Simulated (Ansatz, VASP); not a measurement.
One calculation of ReP, two programs

POSCAR

```
ReP
1.0
    0.0000000000      2.4579799456      2.4579799456
    2.4579799456      0.0000000000      2.4579799456
    2.4579799456      2.4579799456      0.0000000000
Re P
1 1
Direct
    0.5000000000      0.5000000000      0.5000000000
    0.0000000000      0.0000000000      0.0000000000
```

The input INCAR.step1:

```
ALGO     = Normal         # electronic algorithm
EDIFF    = 1E-5           # SCF threshold, eV
ENCUT    = 610            # plane-wave cutoff, eV
GGA      = PE             # functional
GGA_COMPAT= False        
ISMEAR   = 0              # smearing method
LASPH    = True           # aspherical terms in the spheres
LCHARG   = False          # write CHGCAR
LREAL    = False          # projectors in reciprocal space
LWAVE    = True           # write WAVECAR
NBANDS   = 17             # bands
NELM     = 120            # most SCF steps
PREC     = Accurate       # precision mode
SIGMA    = 0.05           # smearing width, eV
```

The input INCAR.step2:

```
ALGO     = Normal         # electronic algorithm
EDIFF    = 1E-6           # SCF threshold, eV
ENCUT    = 610            # plane-wave cutoff, eV
GGA_COMPAT= False        
ISIF     = 2              # what is computed and relaxed
ISMEAR   = 0              # smearing method
ISTART   = 1            
LASPH    = True           # aspherical terms in the spheres
LCHARG   = True           # write CHGCAR
LELF     = True           # ELF
LMIXTAU  = True         
LREAL    = False          # projectors in reciprocal space
LVHAR    = True         
LWAVE    = False          # write WAVECAR
METAGGA  = R2SCAN         # meta-GGA
NBANDS   = 17             # bands
NELM     = 120            # most SCF steps
PREC     = Accurate       # precision mode
SIGMA    = 0.05           # smearing width, eV
```

KPOINTS

```
k-points
0
Gamma
  12 12 12
```

Input for Ansatz:

```yaml
crystal:
  lattice:
    - [0.0, 2.4579799456, 2.4579799456]
    - [2.4579799456, 0.0, 2.4579799456]
    - [2.4579799456, 2.4579799456, 0.0]
  atoms:
    - { symbol: Re, position: [0.5, 0.5, 0.5] }
    - { symbol: P, position: [0.0, 0.0, 0.0] }
basis:
  ecutwfc: 500
  ecutrho_ratio: 4
kpoints:
  mp_grid: { grid: [12, 12, 12] }
hamiltonian:
  xc: r2scan
scf:
  occupations: { method: gaussian, width: 0.05 }
output:
  forces: true
  stress: true
  eigenvalues: true
  populations: true
  write_density: true
  write_potential: true
  elf: true
  volumetric_format: npy
```

Alike in both runs: task single point; functional r2SCAN; k mesh 12 × 12 × 12; occupations gaussian, width 0.05 eV; no spin polarisation.

|  | VASP | Ansatz |
| --- | --- | --- |
| version | VASP 6.6.1 | Ansatz 0.2.0 |
| potentials or method | VASP PAW PBE potentials, release 64 (Re_sv_GW, P), cutoff 610 eV | scalar-relativistic, plane waves, PAW |
| valence electrons in the cell | 20 | 20 |

Ansatz gave:

```
gap on the k mesh at the Fermi level (eV) : none
pressure (GPa)                            : -3.3
```

Task: What did VASP give for the same quantities?

Result: gap on the k mesh at the Fermi level (eV): none; pressure (GPa): -4.1.

VASP's potentials were made for PBE, not for r2SCAN. A gap of «none» marks a metal or a gap that the smearing closes. With one functional, cell and mesh, what is left measures potentials, basis and numerics.

Spin-orbit coupling is off throughout.
